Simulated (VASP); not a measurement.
Wanted: the native input for a VASP 6.6.1 run.

```
Task                   : relaxation of cell and atoms
Functional             : PBE
Dispersion             : D3(BJ)
Potentials or basis    : VASP PAW PBE potentials, release 64 (Ta_pv, N)
Cutoff                 : 600 eV
k mesh                 : 6 × 6 × 2
Occupations            : gaussian, width 0.1 eV
Spin                   : no spin polarisation
Dipole correction      : no
Further INCAR settings : ALGO = Normal; EDIFF = 1e-06; IBRION = 2; EDIFFG = -0.04; NSW = 90; ISIF = 3
```

The structure of Ta3N4 lies in POSCAR:

```
Ta3N4
1.0
    3.0315000000      0.0000000000      0.0000000000
   -1.5157500000      2.6253560100      0.0000000000
    0.0000000000      0.0000000000      9.7280699100
Ta N
3 4
Direct
    0.0000000000      0.0000000000      0.0000000000
    0.0000000000      0.0000000000      0.2567142300
    0.0000000000      0.0000000000      0.7432857700
    0.3333333300      0.6666666700      0.8716428800
    0.6666666700      0.3333333300      0.1283571200
    0.3333333300      0.6666666700      0.3850713500
    0.6666666700      0.3333333300      0.6149286500
```

One way to write it, as run:

INCAR

```
PREC = Accurate
ENCUT = 600
EDIFF = 1E-6
ISMEAR = 0
SIGMA = 0.1
LREAL = False
LASPH = True
NELM = 60
ALGO = Normal
ISIF = 3
LWAVE = False
LCHARG = False
GGA = PE
IVDW = 12
IBRION = 2
NSW = 90
EDIFFG = -0.04
```

KPOINTS

```
Automatic mesh
0
Gamma
  6 6 2
```

Potentials or basis: VASP PAW PBE potentials, release 64 (Ta_pv, N).

Launch:

```bash
$ cat potpaw_PBE.64/Ta_pv/POTCAR potpaw_PBE.64/N/POTCAR > POTCAR
$ mpirun -np 1 vasp_std > vasp.out
```

It gave:

```json
{"Relaxed volume": "11.92 Å³/atom", "Relaxed cell": "a = 3.110 Å, b = 3.110 Å, c = 9.962 Å, α = 90.00°, β = 90.00°, γ = 120.00°", "Space group after relaxing (to 0.1 Å)": "P-3m1 (No. 164)", "Energy gained by relaxing": "495.4 meV/atom", "Ionic steps": "13", "Pressure after relaxing": "0.2 GPa", "Largest force after relaxing": "0.030 eV/Å", "Band gap on the k mesh": "zero (an odd number of electrons rules out a gap without spin polarisation)", "Dispersion energy per atom": "-0.359 eV"}
```

Caveat: the k points lie up to 0.39 Å⁻¹ apart in the final cell, too coarse for converged energies and pressures of a metal; spin-orbit coupling is left out, which moves the levels of the heavy elements.

Wall time 9.2 min on 1 thread of Intel Xeon 8259CL, on a shared host, peak memory 0.24 GiB.
